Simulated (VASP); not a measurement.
Set up this calculation in VASP 6.6.1, as the native input.

| Property | Result |
| --- | --- |
| Task | single point |
| Functional | LDA |
| Potentials or basis | VASP PAW LDA potentials, release 64 (Ga_d) |
| Cutoff | 520 eV |
| k mesh | 10 × 10 × 8 |
| Occupations | fermi-dirac, width 0.05 eV |
| Spin | no spin polarisation |
| Dipole correction | no |
| Further INCAR settings | ALGO = Fast; EDIFF = 1e-06; NBANDS = 20 |

The structure of Ga lies in POSCAR:

```
Ga
1.0
    1.3547675884     -3.9443034667      0.0000000000
    1.3547675884      3.9443034667      0.0000000000
   -0.1150499344      0.0000000000      3.2619526240
Ga
2
Direct
    0.1310000000      0.8690000000      0.7500000000
    0.8690000000      0.1310000000      0.2500000000
```

One way to write it, as run:

INCAR

```
SYSTEM = Ga
PREC = Accurate ; ENCUT = 520
EDIFF = 1E-6 ; ISMEAR = -1
SIGMA = 0.05 ; LREAL = .False.
LASPH = .True. ; NELM = 60
ALGO = Fast ; ISIF = 2
LWAVE = .False. ; LCHARG = .False.
NBANDS = 20
```

KPOINTS

```
regular mesh
0
Gamma
  10 10 8
  0 0 0
```

Potentials or basis: VASP PAW LDA potentials, release 64 (Ga_d).

Run with:

```console
$ cat potpaw_LDA.64/Ga_d/POTCAR > POTCAR
$ mpirun -np 1 vasp_std > vasp.out
```

It gave:

| Quantity | Value |
| --- | --- |
| Pressure | -0.5 GPa |
| Largest force | 0.209 eV/Å |
| Band gap on the k mesh | zero (bands 13 and 14 overlap by 8.79 eV) |

It took 3 min on 1 thread of Intel(R) Xeon(R) Platinum 8375C CPU @ 2.90GHz (Ice Lake), on a shared host, peak memory 0.23 GiB.
